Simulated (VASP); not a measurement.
# BN (P6_3mc) in VASP: a series of runs

The runs below take BN through single point, relaxation of shape and atoms at fixed volume, with PBE+D3(BJ).

All numbers are computed with VASP 6.6.1; they aren't measurements. Logs are shortened: lines on timing, memory, paths and dates and some standing lists are left out, and cuts for length are marked.

### Step 1. The cell of the first run

Symmetry: P6_3mc, No. 186, hexagonal system. Conventional cell: a = 2.471 Å, b = 2.471 Å, c = 4.090 Å, α = 90.00°, β = 90.00°, γ = 120.00°. B (site symmetry 3m) has 4 N at 1.52 to 1.53 Å within 2.0 Å. Within 2.0 Å of N (site symmetry 3m) lie 4 B at 1.52 to 1.53 Å.

### Step 2. Single point, PBE+D3(BJ) (volume scaled by 0.920)

File INCAR:

```
  PREC = Accurate
  ENCUT = 520
  EDIFF = 1E-6
  ISMEAR = 0
  SIGMA = 0.05
  LREAL = F
  LASPH = T
  NELM = 100
  ALGO = Normal
  ISIF = 2
  LWAVE = F
  LCHARG = F
  GGA = PE
  IVDW = 12
  NBANDS = 16
```

File KPOINTS:

```
Automatic mesh
0
Gamma
  12 12 6
```

File POSCAR:

```
BN
1.0
    2.4714136524      0.0000000000      0.0000000000
   -1.2357068262      2.1403070062      0.0000000000
    0.0000000000      0.0000000000      4.0902076516
B N
2 2
Direct
    0.6666666667      0.3333333333      0.0005477846
    0.3333333333      0.6666666667      0.5005477846
    0.6666666667      0.3333333333      0.3744522154
    0.3333333333      0.6666666667      0.8744522154
```

Potentials or basis: VASP PAW PBE potentials, release 64 (B, N).

Started as:

```
$ cat potpaw_PBE.64/B/POTCAR potpaw_PBE.64/N/POTCAR > POTCAR
$ mpirun -np 1 vasp_std > vasp.out
```

OUTCAR:

```text
PREC = Accurate
   ENCUT = 520
   EDIFF = 1E-6
   ISMEAR = 0
   LREAL = F
   LASPH = T
   NELM = 100
   ISIF = 2
   GGA = PE
   IVDW = 12
 IVDW          = 12

 ion  position               nearest neighbor table
   1  0.667  0.333  0.001-   4 1.52   4 1.52   4 1.52   3 1.53
   2  0.333  0.667  0.501-   3 1.52   3 1.52   3 1.52   4 1.53
   3  0.667  0.333  0.374-   2 1.52   2 1.52   2 1.52   1 1.53
   4  0.333  0.667  0.874-   1 1.52   1 1.52   1 1.52   2 1.53

  LATTYP: Found a hexagonal cell.
 ALAT       =     2.4714136524
 C/A-ratio  =     1.6550073063

  Lattice vectors:

 A1 = (   2.4714136524,   0.0000000000,   0.0000000000)
 A2 = (  -1.2357068262,   2.1403070062,   0.0000000000)
 A3 = (   0.0000000000,   0.0000000000,   4.0902076516)

Analysis of symmetry for initial positions (statically):
=====================================================================
 Subroutine PRICEL returns:
 Original cell was already a primitive cell.

 Routine SETGRP: Setting up the symmetry group for a
 hexagonal supercell.

 Subroutine GETGRP returns: Found 12 space group operations
 (whereof  6 operations were pure point group operations)
 out of a pool of 24 trial point group operations.

The static configuration has the point symmetry C_3v.
 The point group associated with its full space group is C_6v.

Analysis of symmetry for dynamics (positions and initial velocities):
=====================================================================
 Subroutine PRICEL returns:
 Original cell was already a primitive cell.

 Routine SETGRP: Setting up the symmetry group for a
 hexagonal supercell.

 Subroutine GETGRP returns: Found 12 space group operations
 (whereof  6 operations were pure point group operations)
 out of a pool of 24 trial point group operations.

The dynamic configuration has the point symmetry C_3v.
 The point group associated with its full space group is C_6v.

 Subroutine INISYM returns: Found 12 space group operations
 (whereof  6 operations are pure point group operations),
 and found     1 'primitive' translations

----------------------------------------------------------------------------------------

                                     Primitive cell

  volume of cell :      21.6355

  direct lattice vectors                    reciprocal lattice vectors
     2.471413652  0.000000000  0.000000000     0.404626720  0.233611346  0.000000000
    -1.235706826  2.140307006  0.000000000     0.000000000  0.467222691  0.000000000
     0.000000000  0.000000000  4.090207652     0.000000000  0.000000000  0.244486365

  length of vectors
     2.471413652  2.471413652  4.090207652     0.467222691  0.467222691  0.244486365

  position of ions in fractional coordinates (direct lattice)
     0.666666667  0.333333333  0.000547785
     0.333333333  0.666666667  0.500547785
     0.666666667  0.333333333  0.374452215
     0.333333333  0.666666667  0.874452215

  ion indices of the primitive-cell ions
   primitive index   ion index
                 1           1
                 2           2
                 3           3
                 4           4

----------------------------------------------------------------------------------------

 KPOINTS: Automatic mesh

Automatic generation of k-mesh.
 Grid dimensions read from file:
 generate k-points for:   12   12    6

 Generating k-lattice:

  Cartesian coordinates                     Fractional coordinates (reciprocal lattice)
     0.033718893  0.019467612  0.000000000     0.083333333  0.000000000  0.000000000
     0.000000000  0.038935224  0.000000000     0.000000000  0.083333333  0.000000000
     0.000000000  0.000000000  0.040747727     0.000000000  0.000000000  0.166666667

  Length of vectors
     0.038935224  0.038935224  0.040747727

  Shift w.r.t. Gamma in fractional coordinates (k-lattice)
     0.000000000  0.000000000  0.000000000

 Subroutine IBZKPT returns following result:
 ===========================================

 Found     76 irreducible k-points:

 Following reciprocal coordinates:
            Coordinates               Weight
  0.000000  0.000000  0.000000      1.000000
  0.083333  0.000000  0.000000      6.000000
  0.166667  0.000000  0.000000      6.000000
  0.250000  0.000000  0.000000      6.000000
  0.333333 -0.000000  0.000000      6.000000
  0.416667  0.000000  0.000000      6.000000
[... 16 lines left out ...]
  0.250000  0.000000  0.166667     12.000000
  0.333333 -0.000000  0.166667     12.000000
 [... further k-points ...]
   k-points           NKPTS =     76   k-points in BZ     NKDIM =     76   number of bands    NBANDS=     16
   number of dos      NEDOS =    301   number of ions     NIONS =      4
   total plane-waves  NPLWV =   9720
   dimension x,y,z NGX =    18 NGY =   18 NGZ =   30
   dimension x,y,z NGXF=    36 NGYF=   36 NGZF=   60
   ions per type =               2   2
   NGX,Y,Z   is equivalent  to a cutoff of  12.11, 12.11, 12.19 a.u.
   NGXF,Y,Z  is equivalent  to a cutoff of  24.22, 24.22, 24.39 a.u.
 SYSTEM =  unknown system
   PREC   = accura    normal or accurate (medium, high low for compatibility)
   ISTART =      0    job   : 0-new  1-cont  2-samecut
   ICHARG =      2    charge: 1-file 2-atom 10-const
   ISPIN  =      1    spin polarized calculation?
   LNONCOLLINEAR =      F non collinear calculations
   LSORBIT =      F    spin-orbit coupling
   LASPH  =      T    aspherical Exc in radial PAW
   ENCUT  =  520.0 eV  38.22 Ry    6.18 a.u.   4.60  4.60  7.61*2*pi/ulx,y,z
   NELM   =    100;   NELMIN=  2; NELMDL= -5     # of ELM steps
   EDIFF  = 0.1E-05   stopping-criterion for ELM
   LREAL  =      F    real-space projection
   EDIFFG = 0.1E-04   stopping-criterion for IOM
   NSW    =      0    number of steps for IOM
   IBRION =     -1    ionic relax: 0-MD 1-quasi-New 2-CG
   NFREE  =      0    steps in history (QN), initial steepest desc. (CG)
   ISIF   =      2    stress and relaxation
   ISYM   =      2    0-nonsym 1-usesym 2-fastsym
   POTIM  = 0.5000    time-step for ionic-motion
   TEBEG  =    0.0;   TEEND  =   0.0 temperature during run
   PSTRESS=    0.0 pullay stress
   NELECT =      16.0000    total number of electrons
   NUPDOWN=      -1.0000    fix difference up-down
   EMIN   =  10.00;   EMAX   =-10.00  energy-range for DOS
   EFERMI =   0.00;   METHOD = LEGACY
   ISMEAR =     0;   SIGMA  =   0.05  broadening in eV -4-tet -1-fermi 0-gaus
   EFERMI_NEDOS =   21; number of points for ismear=-14 and -15
   IALGO  =     38    algorithm
   IMIX   =      4    mixing-type and parameters
     AMIX     =   0.40;   BMIX     =  1.00
     AMIX_MAG =   1.60;   BMIX_MAG =  1.00
  volume/ion in A,a.u.               =       5.41        36.50
  Fermi-wavevector in a.u.,A,eV,Ry     =   1.480446  2.797637 29.820161  2.191720
  Thomas-Fermi vector in A             =   2.594479
   LORBIT       =      0    0 simple, 1 ext, 2 COOP (PROOUT), +10 PAW based schemes
   GGA     = PE    functional components
   LHFCALC =     F    Hartree Fock is set to
   AEXX    =    0.0000 exact exchange contribution
   IVDW    =    12    specifies the selected vdW correction
   LEPSILON=     F    determine dielectric tensor
   LRPA    =     F    only Hartree local field effects (RPA)
 non-spin polarized calculation
 Gauss-broadening in eV      SIGMA  =   0.05
  energy-cutoff  :      520.00
  volume of cell :       21.64
 maximum number of plane-waves:       596
   NGX =  9   NGY =  9   NGZ = 15

 number of electron      15.9999997 magnetization

 Free energy of the ion-electron system (eV)
  ---------------------------------------------------
  ext. energy  EPLUGINS =         0.00000000
  ---------------------------------------------------
  free energy    TOTEN  =       -34.54004489 eV

  energy without entropy =      -34.54004489  energy(sigma->0) =      -34.54004489

 E-fermi :   8.9139     XC(G=0): -13.2528

 val. band max:        8.7197702087   @ k =   0.0000   0.0000   0.0000
 cond. band min:      13.7039110259   @ k =   0.3333   0.3333   0.0000
 fundamental gap:      4.9841408172
 Fermi energy:         8.9138821117

 k-point     1 :       0.0000    0.0000    0.0000
  band No.  band energies     occupation
      1     -12.7604      2.00000
      2      -8.1880      2.00000
      3      -3.0936      2.00000
      4       6.3939      2.00000
      5       6.3939      2.00000
      6       8.3698      2.00000
[... 8 lines left out ...]
     15      21.2956      0.00000
     16      26.0822      0.00000

 k-point     2 :       0.0833    0.0000    0.0000
  band No.  band energies     occupation
      1     -12.5982      2.00000
      2      -8.0611      2.00000
      3      -2.9347      2.00000
      4       5.6623      2.00000
      5       6.0806      2.00000
      6       8.1158      2.00000
[... 8 lines left out ...]
     15      21.7854      0.00000
     16      25.7930      0.00000

 k-point     3 :       0.1667    0.0000    0.0000
  band No.  band energies     occupation
      1     -12.1161      2.00000
      2      -7.6962      2.00000
      3      -2.4639      2.00000
      4       3.8926      2.00000
      5       5.3504      2.00000
      6       6.6387      2.00000
[... 8 lines left out ...]
     15      23.0591      0.00000
     16      24.9006      0.00000

 k-point     4 :       0.2500    0.0000    0.0000
  band No.  band energies     occupation
      1     -11.3296      2.00000
      2      -7.1584      2.00000
      3      -1.7041      2.00000
      4       1.7855      2.00000
      5       4.5386      2.00000
      6       4.7662      2.00000
[... 8 lines left out ...]
     15      24.7080      0.00000
     16      25.3037      0.00000
[... 324 lines left out ...]
 k-point    22 :       0.1667    0.0000    0.1667
  band No.  band energies     occupation
      1     -11.9410      2.00000
      2      -8.3133      2.00000
      3      -1.5632      2.00000
      4       4.0463      2.00000
      5       5.4936      2.00000
      6       6.1697      2.00000
[... 8 lines left out ...]
     15      22.9026      0.00000
     16      25.0531      0.00000

 k-point    23 :       0.2500    0.0000    0.1667
  band No.  band energies     occupation
      1     -11.1594      2.00000
      2      -7.7100      2.00000
      3      -0.9537      2.00000
      4       2.0091      2.00000
      5       4.2953      2.00000
      6       4.6897      2.00000
[... 8 lines left out ...]
     15      24.3314      0.00000
     16      25.4473      0.00000

 k-point    24 :       0.3333   -0.0000    0.1667
  band No.  band energies     occupation
      1     -10.1170      2.00000
      2      -7.0510      2.00000
      3      -0.7880      2.00000
      4       0.7688      2.00000
      5       2.3757      2.00000
      6       4.0146      2.00000
[... 8 lines left out ...]
     15      25.8757      0.00000
     16      26.3845      0.00000

 [... further k-points ...]

------------------------ aborting loop because EDIFF is reached ----------------------------------------

 Edisp (eV)   -0.91419

 E8    (eV) :    -0.2701

  FORCE on cell =-STRESS in cart. coord.  units (eV):
  Direction    XX          YY          ZZ          XY          YZ          ZX
  --------------------------------------------------------------------------------------
  -------------------------------------------------------------------------------------
  Total       5.07035     5.07035     5.07440     0.00000     0.00000     0.00000
  in kB     375.47569   375.47569   375.77580     0.00000     0.00000     0.00000
  external pressure =      375.58 kB  Pullay stress =        0.00 kB

 VOLUME and BASIS-vectors are now :
 -----------------------------------------------------------------------------
  energy-cutoff  :      520.00
  volume of cell :       21.64
      direct lattice vectors                 reciprocal lattice vectors
     2.471413652  0.000000000  0.000000000     0.404626720  0.233611346  0.000000000
    -1.235706826  2.140307006  0.000000000     0.000000000  0.467222691  0.000000000
     0.000000000  0.000000000  4.090207652     0.000000000  0.000000000  0.244486365

 POSITION                                       TOTAL-FORCE (eV/Angst)
 -----------------------------------------------------------------------------------
      1.23571      0.71344      0.00224         0.000000      0.000000      0.001621
     -0.00000      1.42687      2.04734        -0.000000     -0.000000      0.001621
      1.23571      0.71344      1.53159         0.000000     -0.000000     -0.001621
     -0.00000      1.42687      3.57669        -0.000000      0.000000     -0.001621
 -----------------------------------------------------------------------------------
    total drift:                                0.000000      0.000000     -0.000570

  FREE ENERGIE OF THE ION-ELECTRON SYSTEM (eV)
  ---------------------------------------------------
  free  energy   TOTEN  =       -35.4542351420 eV

  energy  without entropy=      -35.4542351420  energy(sigma->0) =      -35.45423514
```

Wall time 36 s (1 thread of Intel Xeon 8259CL, shared host); peak memory 0.16 GiB.

What came out:

```
Free energy                : -35.4542 eV
Pressure                   : 37.6 GPa
Band gap on the k mesh     : 4.98 eV, indirect (least direct gap 8.68 eV)
Dispersion energy per atom : -0.229 eV
```

 A k mesh can miss the band edges.

### Step 3. Single point, PBE+D3(BJ) (volume scaled by 0.960)

File INCAR:

```
PREC = Accurate
ENCUT = 520
EDIFF = 1E-6
ISMEAR = 0
SIGMA = 0.05
LREAL = False
LASPH = True
NELM = 80
ALGO = Normal
ISIF = 2
LWAVE = False
LCHARG = False
GGA = PE
IVDW = 12
NBANDS = 16
```

KPOINTS is that of step 2.

File POSCAR:

```
BN
1.0
    2.5071236034      0.0000000000      0.0000000000
   -1.2535618017      2.1712327310      0.0000000000
    0.0000000000      0.0000000000      4.1473258077
B N
2 2
Direct
    0.6666666667      0.3333333333      0.0004065866
    0.3333333333      0.6666666667      0.5004065866
    0.6666666667      0.3333333333      0.3745934134
    0.3333333333      0.6666666667      0.8745934134
```

Potentials or basis: VASP PAW PBE potentials, release 64 (B, N).

Started as:

```
$ cat potpaw_PBE.64/B/POTCAR potpaw_PBE.64/N/POTCAR > POTCAR
$ mpirun -np 1 vasp_std > vasp.out
```

It took 42 s on 1 thread of Intel Xeon 8259CL, shared host; peak memory 0.16 GiB.

The run converged. Its results:

* Free energy: -35.6146 eV
* Pressure: 17.2 GPa
* Band gap on the k mesh: 5.09 eV, indirect (least direct gap 8.49 eV)
* Dispersion energy per atom: -0.219 eV

Levels at points of the mesh, in eV from the valence-band top:
```
           k point  band 4  band 5  band 6  band 7  band 8  band 9  band 10  band 11  band 12  band 13
(0.00, 0.00, 0.00)   -2.23   -2.23   -0.31    0.00    0.00    8.55     8.55     8.87    10.10    11.48
(0.50, 0.00, 0.00)   -8.08   -7.19   -5.22   -4.67   -2.21    6.87     8.10    10.82    11.91    13.47
(0.00, 0.00, 0.50)   -5.93   -1.24   -1.24   -1.24   -1.24    9.92     9.92    10.17    10.17    10.17
(0.50, 0.00, 0.50)  -10.41   -3.95   -3.95   -3.74   -3.74    6.76     6.76    10.35    10.35    14.72
```

 A k mesh can miss the band edges.

(Part 1 of 2 ends here.)
